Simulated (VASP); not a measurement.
## ZrCl5: single point with PBE

The system is ZrCl5.

```
Zr Cl
1.0
     4.91382    0.00000    0.00000
    -2.45691    4.25549    0.00000
     0.00000    0.00000    6.22352
Zr Cl
1 5
Direct
  0.00000 0.00000 0.50000
  0.33333 0.66667 0.00000
  0.66667 0.33333 0.00000
  0.33333 0.66667 0.50000
  0.66667 0.33333 0.50000
  0.00000 0.00000 0.00000
```

The cell was generated, and may not be a known phase.

```json
{"Program": "VASP 6.6.1", "Task": "single point", "Functional": "PBE", "Potentials or basis": "VASP PAW PBE potentials, release 64 (Zr_sv, Cl)", "Cutoff": "520 eV", "k mesh": "6 × 6 × 4", "Occupations": "gaussian, width 0.1 eV", "Spin": "no spin polarisation", "Dipole correction": "no", "Further INCAR settings": "ALGO = Normal; EDIFF = 1e-06; NBANDS = 32"}
```

```yaml
Pressure: -0.1 GPa
Band_gap_on_the_k_mesh: zero (an odd number of electrons rules out a gap without spin polarisation)
```

Stress tensor (GPa, compression positive):
```
-0.03  0.00  0.00
 0.00 -0.03  0.00
 0.00  0.00 -0.20
```

Levels at points of the mesh, in eV from the Fermi level:
```tsv
k point	band 21	band 22	band 23	band 24	band 25	band 26
(0.00, 0.00, 0.00)	-1.41	-0.47	-0.08	-0.08	0.22	0.97
(0.50, 0.00, 0.00)	-0.89	-0.87	-0.49	-0.43	-0.26	0.15
(0.00, 0.00, 0.50)	-2.31	-1.36	0.15	0.15	0.97	0.97
(0.50, 0.00, 0.50)	-1.90	-0.95	-0.52	-0.46	0.06	0.16
```

Wall time 3.3 min on 1 thread of Intel Xeon 8259CL (shared host), peak memory 0.29 GiB.

Caveat: an odd number of electrons without spin polarisation forces a metal; a magnetic or distorted state may lie lower.
